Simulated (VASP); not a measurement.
# TaC (Fm-3m) in VASP: further runs, part 2 of 2

VASP 6.6.1. Earlier steps stand in the parts before.

## 3. Elastic constants, PBEsol

This run uses another cell than the first one, of 10.51 Å³/atom.

File INCAR:

```
SYSTEM = TaC
ALGO = Normal ; EDIFF = 1E-8
ENCUT = 600 ; GGA = PS
GGA_COMPAT = .FALSE. ; IBRION = 6
ISIF = 3 ; ISMEAR = -1
LASPH = .TRUE. ; LCHARG = .FALSE.
LREAL = .FALSE. ; LWAVE = .FALSE.
NBANDS = 14 ; NELM = 120
NFREE = 2 ; NSW = 1
POTIM = 0.015 ; PREC = Accurate
SIGMA = 0.08
```

File KPOINTS:

```
k-points
0
G
  18 18 18
  0 0 0
```

File POSCAR:

```
TaC
1.0
    0.0000000000      2.1905780804      2.1905780804
    2.1905780804      0.0000000000      2.1905780804
    2.1905780804      2.1905780804      0.0000000000
Ta C
1 1
Direct
    0.0000000000      0.0000000000      0.0000000000
    0.5000000000      0.5000000000      0.5000000000
```

Potentials or basis: VASP PAW PBE potentials, release 64 (Ta_pv, C).

Run with:

```
> cat potpaw_PBE.64/Ta_pv/POTCAR potpaw_PBE.64/C/POTCAR > POTCAR
> mpirun -np 1 vasp_std > vasp.out
```

OUTCAR:

```text
SYSTEM = TaC
   EDIFF = 1E-8
   ENCUT = 600
   GGA = PS
   IBRION = 6
   ISIF = 3
   ISMEAR = -1
   LASPH = .TRUE.
   LREAL = .FALSE.
   NELM = 120
   NFREE = 2
   NSW = 1
   POTIM = 0.015
   PREC = Accurate

 ion  position               nearest neighbor table
   1  0.000  0.000  0.000-   2 2.19   2 2.19   2 2.19   2 2.19   2 2.19   2 2.19
   2  0.500  0.500  0.500-   1 2.19   1 2.19   1 2.19   1 2.19   1 2.19   1 2.19

  LATTYP: Found a face centered cubic cell.
 ALAT       =     4.3811561608

  Lattice vectors:

 A1 = (   0.0000000000,   2.1905780804,   2.1905780804)
 A2 = (   2.1905780804,   0.0000000000,   2.1905780804)
 A3 = (   2.1905780804,   2.1905780804,   0.0000000000)

Analysis of symmetry for initial positions (statically):
=====================================================================
 Subroutine PRICEL returns:
 Original cell was already a primitive cell.

 Routine SETGRP: Setting up the symmetry group for a
 face centered cubic supercell.

 Subroutine GETGRP returns: Found 48 space group operations
 (whereof 48 operations were pure point group operations)
 out of a pool of 48 trial point group operations.

The static configuration has the point symmetry O_h .

Analysis of symmetry for dynamics (positions and initial velocities):
=====================================================================
 Subroutine PRICEL returns:
[... 774 lines left out ...]
  in kB      160.8395145    159.5235075    159.5235075      0.0000000      0.0000000     -0.0000000
  external PRESSURE =     159.9621765 kB  Pullay stress =       0.0000000 kB
[... 17 lines left out ...]
  FREE ENERGIE OF THE ION-ELECTRON SYSTEM (eV)
  ---------------------------------------------------
  free  energy   TOTEN  =       -23.4819089751 eV

  energy  without entropy=      -23.4665871027  energy(sigma->0) =      -23.47424804

 INTERNAL STRAIN TENSORS FROM STRAINED CELLS
 ============================================

 INTERNAL STRAIN TENSOR FOR ION    1 for displacements in x,y,z  (eV/Angst):
          X           Y           Z          XY          YZ          ZX
  --------------------------------------------------------------------------------
  x     0.00000     0.00000     0.00000     0.00000     0.00000     0.00000
  y    -0.00000     0.00000    -0.00000    -0.00000     0.00000     0.00000
  z    -0.00000    -0.00000    -0.00000     0.00000    -0.00000    -0.00000

 INTERNAL STRAIN TENSORS FROM DISPLACED ATOMS
 ============================================

 INTERNAL STRAIN TENSOR FOR ION    1 for displacements in x,y,z  (eV/Angst):
          X           Y           Z          XY          YZ          ZX
  --------------------------------------------------------------------------------
  x     0.00000     0.00000     0.00000     0.00000     0.00000     0.00000
  y     0.00000     0.00000     0.00000     0.00000     0.00000     0.00000
  z     0.00000     0.00000     0.00000     0.00000     0.00000     0.00000

 INTERNAL STRAIN TENSOR FOR ION    2 for displacements in x,y,z  (eV/Angst):
          X           Y           Z          XY          YZ          ZX
  --------------------------------------------------------------------------------
  x     0.00000     0.00000     0.00000     0.00000     0.00000     0.00000
  y     0.00000     0.00000     0.00000     0.00000     0.00000     0.00000
  z     0.00000     0.00000     0.00000     0.00000     0.00000     0.00000

 Eigenvectors and eigenvalues of the dynamical matrix
 ----------------------------------------------------

   1 f  =   18.193202 THz   114.311259 2PiTHz  606.859891 cm-1    75.241003 meV
             X         Y         Z           dx          dy          dz
      0.000000  0.000000  0.000000     0.126933    0.214812    0.000000
      2.190578  2.190578  2.190578    -0.492637   -0.833698    0.000000
[... 21 lines left out ...]
   6 f/i=    0.000367 THz     0.002304 2PiTHz    0.012233 cm-1     0.001517 meV
             X         Y         Z           dx          dy          dz
      0.000000  0.000000  0.000000    -0.031147    0.954206    0.162065
      2.190578  2.190578  2.190578    -0.008025    0.245862    0.041758

--------------------------------------------------------------------------------------------------------

 ELASTIC MODULI CONTR FROM IONIC RELAXATION (kBar)
 Direction    XX          YY          ZZ          XY          YZ          ZX
 --------------------------------------------------------------------------------
 XX           0.0000      0.0000      0.0000      0.0000      0.0000      0.0000
 YY           0.0000      0.0000      0.0000      0.0000      0.0000      0.0000
 ZZ           0.0000      0.0000      0.0000      0.0000      0.0000      0.0000
 XY           0.0000      0.0000      0.0000      0.0000      0.0000      0.0000
 YZ           0.0000      0.0000      0.0000      0.0000      0.0000      0.0000
 ZX           0.0000      0.0000      0.0000      0.0000      0.0000      0.0000
 --------------------------------------------------------------------------------

 TOTAL ELASTIC MODULI (kBar)
 Direction    XX          YY          ZZ          XY          YZ          ZX
 --------------------------------------------------------------------------------
 XX        8951.0073   1443.6175   1443.6175     -0.0000      0.0000      0.0000
 YY        1443.6175   8951.0073   1443.6175     -0.0000     -0.0000     -0.0000
 ZZ        1443.6175   1443.6175   8951.0073     -0.0000      0.0000      0.0000
 XY          -0.0000     -0.0000     -0.0000   1831.4179      0.0000     -0.0000
 YZ           0.0000     -0.0000      0.0000      0.0000   1831.4179      0.0000
 ZX           0.0000     -0.0000      0.0000     -0.0000      0.0000   1831.4179
 --------------------------------------------------------------------------------
```

stdout:

```text
POSCAR found type information on POSCAR TaC
 POSCAR found :  2 types and       2 ions
 scaLAPACK will be used
 -----------------------------------------------------------------------------
|                                                                             |
|                                                                             |
|     You enforced a specific xc type in the INCAR file but a different       |
|     I HOPE YOU KNOW WHAT YOU ARE DOING!                                     |
[... 32 lines left out ...]
 Finite differences progress:
 bond charge predicted
 Finite differences progress:
 bond charge predicted
 Finite differences progress:
 bond charge predicted
 Finite differences progress:
 bond charge predicted
 Finite differences progress:
 bond charge predicted
 Finite differences progress:
 bond charge predicted
 Finite differences progress:
```

Wall time 32 min (1 thread of Intel Xeon 6975P-C (Granite Rapids), shared host); peak memory 1 GiB.

Results:

```
Elastic constants C11, C12, C44 : 895, 144, 183 GPa
Voigt bulk modulus              : 395 GPa
Highest phonon frequency at Γ   : 607 cm⁻¹
```

Phonon frequencies in cm⁻¹ (negative: imaginary):
| q point | frequencies |
| --- | --- |
| (0.000, 0.000, 0.000) | 0 0 0 607 607 607 |

Elastic tensor in Voigt notation (GPa, in the Cartesian axes of the cell as first typed):
```
895 144 144   0   0   0
144 895 144   0   0   0
144 144 895   0   0   0
  0   0   0 183   0   0
  0   0   0   0 183   0
  0   0   0   0   0 183
```

Clamped-ion elastic tensor (GPa):
```
895 144 144   0   0   0
144 895 144   0   0   0
144 144 895   0   0   0
  0   0   0 183   0   0
  0   0   0   0 183   0
  0   0   0   0   0 183
```

Caveat: the cell is under stress, which shifts elastic constants; the PAW data sets were made with another functional, which shifts forces and pressure a little; spin-orbit coupling is left out, which moves the levels of the heavy elements.
